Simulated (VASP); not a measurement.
# Li3SiS2 (R-3m) in VASP: notebook, part 2 of 2

VASP 6.6.1.

## 4. Single point, PBE

This run uses another cell than the first one, of 23.53 Å³/atom, 1.003 times its volume.

The input, INCAR:

```
SYSTEM = Li3SiS2
  ALGO = Normal
  EDIFF = 1E-7
  ENCUT = 520
  GGA = PE
  ISIF = 2
  ISMEAR = 0
  LASPH = .True.
  LCHARG = .False.
  LREAL = .False.
  LWAVE = .False.
  NBANDS = 22
  NELM = 80
  PREC = Accurate
  SIGMA = 0.1
```

The input, KPOINTS:

```
k-points
0
Gamma
  6 6 6
  0 0 0
```

The input, POSCAR:

```
Li3SiS2
1.0
    3.3876629616      1.9558681228      3.5509756139
   -3.3876629616      1.9558681228      3.5509756139
    0.0000000000     -3.9117362456      3.5509756139
Li Si S
3 1 2
Direct
    0.0000000000      0.5000000000      0.0000000000
    0.5000000000      0.0000000000      0.0000000000
    0.0000000000      0.0000000000      0.5000000000
    0.5000000000      0.5000000000      0.5000000000
    0.7246800668      0.7246800668      0.7246800668
    0.2753199332      0.2753199332      0.2753199332
```

The run is started by

```bash
cat potpaw_PBE.64/Li_sv/POTCAR potpaw_PBE.64/Si/POTCAR potpaw_PBE.64/S/POTCAR > POTCAR
mpirun -np 1 vasp_std > vasp.out
```

Wall time 82 s (1 thread of AMD EPYC 9R45 (Zen 5), shared host); peak memory 0.24 GiB.

Results (log left out):

```
Free energy   : -21.8056 eV
Largest force : 0.018 eV/Å
```

Forces in eV/Å, atoms in the order of the input:
```
Li   0.000  0.000  0.000
Li   0.000  0.000  0.000
Li   0.000  0.000  0.000
Si   0.000  0.000  0.000
S    0.000  0.000 -0.018
S    0.000  0.000  0.018
```

Levels at points of the mesh, in eV from the Fermi level:
```
           k point  band 8  band 9  band 10  band 11  band 12  band 13  band 14  band 15  band 16  band 17
(0.00, 0.00, 0.00)   -2.75   -2.75    -2.29    -2.29    -1.49    -0.57    -0.57     2.77     3.71     4.72
(0.50, 0.00, 0.00)   -3.31   -2.94    -2.45    -1.99    -0.97    -0.40     0.88     2.58     3.25     3.66
(0.50, 0.50, 0.00)   -3.75   -2.82    -2.41    -2.23    -1.03     0.03     1.50     2.73     4.05     4.48
(0.50, 0.50, 0.50)   -3.63   -3.63    -2.31    -2.31    -0.24     1.13     1.13     1.80     4.86     4.86
```

Caveat: the cutoff is under 1.25 times the usual one of these potentials, so pressure, stress and relaxed cells hold a basis-set (Pulay) error.

## 5. Relaxation of cell and atoms, PBE

This run uses another cell than the first one, of 23.66 Å³/atom, 1.009 times its volume.

The input, INCAR:

```
PREC = Accurate
ENCUT = 600
EDIFF = 1E-6
ISMEAR = 0
SIGMA = 0.1
LREAL = F
LASPH = T
NELM = 80
ALGO = Normal
ISIF = 3
LWAVE = F
LCHARG = F
GGA = PE
IBRION = 2
NSW = 90
EDIFFG = -0.04
```

The input, KPOINTS:

```
Automatic mesh
0
Gamma
  4 4 4
```

The input, POSCAR:

```
Li3SiS2
1.0
    3.6885327800      2.1295753900      3.0116744000
   -3.6885327800      2.1295753900      3.0116744000
    0.0000000000     -4.2591507800      3.0116744000
Li Si S
3 1 2
Direct
    0.0000000000      0.5000000000      0.0000000000
    0.5000000000      0.0000000000      0.0000000000
    0.0000000000      0.0000000000      0.5000000000
    0.5000000000      0.5000000000      0.5000000000
    0.7500000000      0.7500000000      0.7500000000
    0.2500000000      0.2500000000      0.2500000000
```

The run is started by

```bash
cat potpaw_PBE.64/Li_sv/POTCAR potpaw_PBE.64/Si/POTCAR potpaw_PBE.64/S/POTCAR > POTCAR
mpirun -np 1 vasp_std > vasp.out
```

Wall time 4.9 min (1 thread of AMD EPYC 9R45 (Zen 5), shared host); peak memory 0.24 GiB.

The run converged. Its results:

| Item | Value |
| --- | --- |
| Free energy | -21.8328 eV |
| Relaxed volume | 23.62 Å³/atom |
| Relaxed cell | a = 5.281 Å, b = 5.281 Å, c = 5.281 Å, α = 80.42°, β = 80.42°, γ = 80.42° |
| Space group after relaxing (to 0.05 Å) | R-3m (No. 166) |
| Energy gained by relaxing | 49.6 meV/atom |
| Ionic steps | 16 |
| Pressure after relaxing | 0.0 GPa |

Stress tensor (GPa, compression positive):
```
-0.05  0.00  0.00
 0.00 -0.05  0.00
 0.00  0.00  0.12
```

Step by step:
```
step  energy change (eV)  largest force (eV/Å)  pressure (GPa)  volume (Å³)
   1              0.0000                0.8725            2.04       141.94
   2             -0.1726                0.1062            0.22       148.12
   3             -0.1744                0.2023            0.03       148.88
   4             -0.1797                0.1956           -0.01       149.11
   5             -0.1949                0.1728           -0.15       149.78
   6             -0.2199                0.1107           -0.46       151.06
   7             -0.2390                0.0868           -1.14       153.39
   8             -0.2423                0.0910           -1.12       153.05
   9             -0.2515                0.1068           -1.09       152.03
  10             -0.2655                0.1471           -1.04       149.94
  11             -0.2706                0.2702           -0.97       145.60
  12             -0.2723                0.2132           -1.00       147.60
  13             -0.2839                0.1668           -0.73       145.95
  14             -0.2971                0.0229            0.11       141.34
  15             -0.2972                0.0327            0.05       141.63
  16             -0.2976                0.0006            0.01       141.70
```

Final structure:
```
Li Si S
1.0
     3.40911    1.96825    3.51969
    -3.40911    1.96825    3.51969
     0.00000   -3.93651    3.51969
Li Si S
3 1 2
Direct
  0.00000 0.50000 0.00000
  0.50000 0.00000 0.00000
  0.00000 0.00000 0.50000
  0.50000 0.50000 0.50000
  0.72619 0.72619 0.72619
  0.27381 0.27381 0.27381
```

Levels at points of the mesh, in eV from the Fermi level:
```tsv
k point	band 8	band 9	band 10	band 11	band 12	band 13	band 14	band 15	band 16
(0.00, 0.00, 0.00)	-2.77	-2.77	-2.35	-2.35	-1.48	-0.56	-0.56	2.78	3.80
(0.50, 0.00, 0.00)	-3.34	-2.96	-2.51	-2.05	-0.94	-0.38	0.86	2.58	3.19
(0.50, 0.50, 0.00)	-3.77	-2.85	-2.46	-2.29	-1.03	0.04	1.50	2.74	3.98
(0.50, 0.50, 0.50)	-3.66	-3.66	-2.37	-2.37	-0.24	1.13	1.13	1.81	4.81
```

Caveat: the cutoff is under 1.25 times the usual one of these potentials, so pressure, stress and relaxed cells hold a basis-set (Pulay) error.

## 6. The runs side by side

| task | cell | k mesh | cutoff (eV) | gap on the mesh (eV) | largest force (eV/Å) |
| --- | --- | --- | --- | --- | --- |
| single point | a = 5.275 Å, angles 79.9°, 6 atoms | 4 × 4 × 4 | 520 | none | 0.04 |
| single point | a = 5.216 Å, 6 atoms | 4 × 4 × 4 | 520 | none | 0.87 |
| single point | a = 5.283 Å, angles 79.8°, 6 atoms | 6 × 6 × 6 | 520 | none | 0.02 |
| relaxation of cell and atoms | relaxed from a = 5.216 Å, 6 atoms | 4 × 4 × 4 | 600 | none | - |

Alike in all rows: level PBE; potentials or basis VASP PAW PBE potentials, release 64 (Li_sv, Si, S); no spin polarisation; smearing gaussian 0.1 eV.

Caveats: the cutoff is under 1.25 times the usual one of these potentials, so pressure, stress and relaxed cells hold a basis-set (Pulay) error.

Total energies depend on the potentials used, so only differences within one code and one set of settings carry meaning.
